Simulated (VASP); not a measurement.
## Ge: single point with r2SCAN

Ge:

```
Ge
1.0
     0.00000    2.86524    2.86524
     2.86524    0.00000    2.86524
     2.86524    2.86524    0.00000
Ge
2
Direct
  0.00000 0.00000 0.00000
  0.25000 0.25000 0.25000
```

This cell differs from its parent crystal: strain +1.0%.

```yaml
Program: VASP 6.6.1
Task: single point
Functional: r2SCAN
Potentials_or_basis: VASP PAW PBE potentials, release 64 (Ge_d)
Cutoff: 520 eV
k_mesh: 8 × 8 × 8
Occupations: fermi-dirac, width 0.02 eV
Spin: no spin polarisation
```

```yaml
Pressure: -1.9 GPa
Band_gap_on_the_k_mesh: 0.04 eV, direct
```

Levels at points of the mesh, in eV from the valence-band top:
```csv
k point,band 12,band 13,band 14,band 15,band 16,band 17
"(0.00, 0.00, 0.00)",0.00,0.00,0.00,0.04,2.70,2.70
"(0.50, 0.00, 0.00)",-7.69,-1.42,-1.42,0.32,3.98,3.98
"(0.50, 0.50, 0.00)",-9.07,-3.09,-3.09,1.02,1.02,9.78
```

Run time: 3.9 min on 1 thread of Intel Xeon 8259CL (shared host), peak memory 0.18 GiB.

Caveat: the cell differs from its parent crystal (strain +1.0%); the PAW data sets were made with another functional, which shifts forces and pressure a little. A k mesh can miss the band edges.
